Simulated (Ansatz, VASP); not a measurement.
# Two plane-wave programs on AlInH4

Contents of INCAR:

```
SYSTEM = AlInH4
PREC = Accurate
ENCUT = 520
EDIFF = 1E-7
ISMEAR = 0
SIGMA = 0.1
LREAL = .False.
LASPH = .True.
NELM = 80
ALGO = Normal
ISIF = 2
LWAVE = .False.
LCHARG = .False.
GGA = PE
NBANDS = 19
```

Contents of KPOINTS:

```
Automatic mesh
0
Gamma
  4 4 4
  0 0 0
```

File POSCAR:

```
AlInH4
1.0
    0.0000000000      3.4127925300      3.4127925300
    3.4127925300      0.0000000000      3.4127925300
    3.4127925300      3.4127925300      0.0000000000
Al In H
1 1 4
Direct
    0.5000000000      0.5000000000      0.5000000000
    0.7500000000      0.7500000000      0.7500000000
    0.3237170300      0.3237170300      0.3237170300
    0.3237170300      0.3237170300      0.0288489100
    0.3237170300      0.0288489100      0.3237170300
    0.0288489100      0.3237170300      0.3237170300
```

Input for Ansatz:

```yaml
crystal:
  lattice:
    - [0.0, 3.41279253, 3.41279253]
    - [3.41279253, 0.0, 3.41279253]
    - [3.41279253, 3.41279253, 0.0]
  atoms:
    - { symbol: Al, position: [0.5, 0.5, 0.5] }
    - { symbol: In, position: [0.75, 0.75, 0.75] }
    - { symbol: H, position: [0.32371703, 0.32371703, 0.32371703] }
    - { symbol: H, position: [0.32371703, 0.32371703, 0.02884891] }
    - { symbol: H, position: [0.32371703, 0.02884891, 0.32371703] }
    - { symbol: H, position: [0.02884891, 0.32371703, 0.32371703] }
basis:
  ecutwfc: 420
kpoints:
  mp_grid: { grid: [4, 4, 4] }
hamiltonian:
  xc: pbe
scf:
  occupations: { method: gaussian, width: 0.1 }
  lower_state_search: "off"
output:
  forces: true
  stress: true
  eigenvalues: true
```

Alike in both runs: task single point; functional PBE; k mesh 4 × 4 × 4; occupations gaussian, width 0.1 eV; no spin polarisation.

|  | VASP | Ansatz |
| --- | --- | --- |
| version | VASP 6.6.1 | Ansatz 0.2.0 |
| potentials or method | VASP PAW PBE potentials, release 64 (Al, In_d, H), cutoff 520 eV | scalar-relativistic, plane waves, PAW |
| valence electrons in the cell | 20 | 20 |

```csv
,VASP,Ansatz,Ansatz less VASP
gap on the k mesh at the Fermi level (eV),0.32,0.32,+0.002
least direct gap on the mesh (eV),0.65,0.66,+0.001
pressure (GPa),-5.7,-5.5,+0.11
rms of the force components (eV/Å),0.695,0.695,-0.0009
```

Atom by atom the forces differ by 0.001 eV/Å (rms over components).
